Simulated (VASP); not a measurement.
CoPdO2, 12 atoms in the cell. It takes space group R-3m (No. 166, trigonal). Conventional cell: a = 3.038 Å, b = 3.038 Å, c = 17.191 Å, α = 90.00°, β = 90.00°, γ = 120.00°. Co (site symmetry -3m) has 6 O at 1.97 Å within 2.6 Å. Pd (site symmetry -3m) has 2 O at 1.96 Å within 2.6 Å. O (site symmetry 3m) has 1 Pd at 1.96 Å and 3 Co at 1.97 Å and 3 O at 2.52 Å within 2.6 Å.  This cell differs from its parent crystal: biaxial strain in the a-b plane: +6.0 %.

| Property | Result |
| --- | --- |
| Program | VASP 6.6.1 |
| Task | single point |
| Functional | PBE |
| Potentials or basis | VASP PAW PBE potentials, release 64 (Co, Pd, O) |
| Cutoff | 520 eV |
| k mesh | 12 × 12 × 2 |
| Occupations | gaussian, width 0.1 eV |
| Spin | no spin polarisation |
| Hubbard terms | Co d U = 3.32 eV |
| Dipole correction | no |
| Further INCAR settings | ALGO = Normal; EDIFF = 1e-06; NBANDS = 58 |

Potentials or basis: VASP PAW PBE potentials, release 64 (Co, Pd, O).

Launch:

```sh
$ cat potpaw_PBE.64/Co/POTCAR potpaw_PBE.64/Pd/POTCAR potpaw_PBE.64/O/POTCAR > POTCAR
$ mpirun -np 1 vasp_std > vasp.out
```

Hardware: 1 thread of Intel(R) Xeon(R) Platinum 8124M CPU @ 3.00GHz (Skylake/Cascade Lake) (shared host).

Task: Estimate the wall time of this run.

Result: Run time: 5.5 min on 1 thread of Intel(R) Xeon(R) Platinum 8124M CPU @ 3.00GHz (Skylake/Cascade Lake), on a shared host, peak memory 0.41 GiB. Counts: scf iterations 18, k points 38.
